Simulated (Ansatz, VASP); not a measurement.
K: VASP beside Ansatz

```
K
1.0
    -2.52473    2.52473    2.52473
     2.52473   -2.52473    2.52473
     2.52473    2.52473   -2.52473
K
1
Direct
  0.00000 0.00000 0.00000
```

Alike in both runs: functional LDA; k mesh 12 × 12 × 12; occupations gaussian, width 0.1 eV; no spin polarisation.

Ansatz relaxed the structure, and its values are those at the end. VASP's run is a single point on that final structure, the one shown.

```csv
,VASP,Ansatz
version,VASP 6.6.1,Ansatz 0.2.0
potentials or method,"VASP PAW LDA potentials, release 64 (K_sv), cutoff 520 eV","scalar-relativistic, plane waves, PAW"
valence electrons in the cell,9,9
```

|  | VASP | Ansatz | Ansatz less VASP |
| --- | --- | --- | --- |
| gap on the k mesh at the Fermi level (eV) | none | none | - |
| pressure (GPa) | 0.0 | 0.0 | +0.02 |

Ansatz warns that its potentials were made for another functional, while VASP's fit it. LDA's correlation is that of Perdew and Zunger in VASP and of Perdew and Wang (1992) in Ansatz. A gap of «none» marks a metal or a gap that the smearing closes.
